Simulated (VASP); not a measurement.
Crystal: MgZn5O6.

```
Mg Zn O
1.0
     3.24274    0.00000    0.00000
     0.00000    3.24274    0.00000
     0.00000    0.00000   13.75779
Mg Zn O
1 5 6
Direct
  0.00000 0.00000 0.50000
  0.00000 0.00000 0.83333
  0.50000 0.50000 0.00000
  0.00000 0.00000 0.16667
  0.50000 0.50000 0.33333
  0.50000 0.50000 0.66667
  0.50000 0.00000 0.08333
  0.00000 0.50000 0.25000
  0.50000 0.00000 0.41667
  0.00000 0.50000 0.58333
  0.50000 0.00000 0.75000
  0.00000 0.50000 0.91667
```

```yaml
Program: VASP 6.6.1
Task: relaxation of cell and atoms
Functional: PBE
Potentials_or_basis: VASP PAW PBE potentials, release 64 (Mg, Zn, O)
Cutoff: 600 eV
k_mesh: 8 × 8 × 2
Occupations: gaussian, width 0.02 eV
Spin: no spin polarisation
```

At the start: pressure 3.2 GPa; volume 12.06 Å³/atom.

Where does the relaxation end?

Over 13 steps the energy falls by 3.7 meV/atom and the volume is 12.34 Å³/atom (+2.3 %); space group P-4m2 (No. 115, to 0.1 Å) before and after.

Step by step:
```csv
step,energy change (eV),largest force (eV/Å),pressure (GPa),volume (Å³)
1,0.0000,0.3662,3.17,144.67
2,-0.0339,0.1009,-1.34,149.72
3,-0.0397,0.1351,-0.14,148.29
4,-0.0416,0.0663,-0.06,148.16
5,-0.0423,0.0630,0.08,147.99
6,-0.0423,0.0637,0.06,148.02
7,-0.0430,0.0452,0.01,148.09
8,-0.0433,0.0405,-0.06,148.15
9,-0.0437,0.0310,0.00,148.07
10,-0.0437,0.0350,0.05,148.00
11,-0.0440,0.0198,0.01,148.07
12,-0.0440,0.0154,-0.02,148.09
13,-0.0440,0.0099,0.00,148.04
```

Final structure:
```cif
data_structure
_symmetry_space_group_name_H-M 'P 1'
_symmetry_Int_Tables_number 1
_cell_length_a 3.2762
_cell_length_b 3.2762
_cell_length_c 13.7928
_cell_angle_alpha 90.000
_cell_angle_beta 90.000
_cell_angle_gamma 90.000
_cell_volume 148.04
loop_
_atom_site_label
_atom_site_type_symbol
_atom_site_fract_x
_atom_site_fract_y
_atom_site_fract_z
_atom_site_occupancy
Mg1 Mg 0.00000 0.00000 0.50000 1
Zn1 Zn 0.00000 0.00000 0.83268 1
Zn2 Zn 0.50000 0.50000 0.00000 1
Zn3 Zn 0.00000 0.00000 0.16732 1
Zn4 Zn 0.50000 0.50000 0.33479 1
Zn5 Zn 0.50000 0.50000 0.66521 1
O1 O 0.50000 0.00000 0.08371 1
O2 O 0.00000 0.50000 0.25099 1
O3 O 0.50000 0.00000 0.41897 1
O4 O 0.00000 0.50000 0.58103 1
O5 O 0.50000 0.00000 0.74901 1
O6 O 0.00000 0.50000 0.91629 1
```
